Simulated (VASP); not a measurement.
Write the native input for VASP 6.6.1 that does the following.

```yaml
Task: single point
Functional: PBE
Potentials_or_basis: VASP PAW PBE potentials, release 64 (Zn, S)
Cutoff: 520 eV
k_mesh: 6 × 6 × 6
Occupations: gaussian, width 0.1 eV
Spin: no spin polarisation
Dipole_correction: no
Further_INCAR_settings: ALGO = Normal; EDIFF = 1e-07; NBANDS = 29
```

The structure of Zn3S lies in POSCAR:

```
Zn3S
1.0
    3.9388531358      0.0000000000      0.0000000000
    0.0000000000      3.9388531358      0.0000000000
    0.0000000000      0.0000000000      3.8983672231
Zn S
3 1
Direct
    0.0000000000      0.5000000000      0.5000000000
    0.5000000000      0.0000000000      0.5000000000
    0.5000000000      0.5000000000      0.0000000000
    0.0000000000      0.0000000000      0.0000000000
```

One way to write it, as run:

INCAR

```
ALGO = Normal ; EDIFF = 1E-7
ENCUT = 520 ; GGA = PE
ISIF = 2 ; ISMEAR = 0
LASPH = True ; LCHARG = True
LELF = True ; LREAL = False
LVHAR = True ; LWAVE = False
NBANDS = 29 ; NELM = 100
PREC = Accurate ; SIGMA = 0.1
```

KPOINTS

```
k-points
0
Gamma
  6 6 6
```

Potentials or basis: VASP PAW PBE potentials, release 64 (Zn, S).

Run with:

```console
$ cat potpaw_PBE.64/Zn/POTCAR potpaw_PBE.64/S/POTCAR > POTCAR
$ mpirun -np 1 vasp_std > vasp.out
```

It gave:

| Property | Result |
| --- | --- |
| Pressure | 7.4 GPa |
| Band gap on the k mesh | zero (bands 21 and 22 overlap by 3.03 eV) |

Caveat: the cell stands under pressure.

Wall time 91 s on 1 thread of AMD EPYC 7R13 (shared host), peak memory 0.17 GiB.
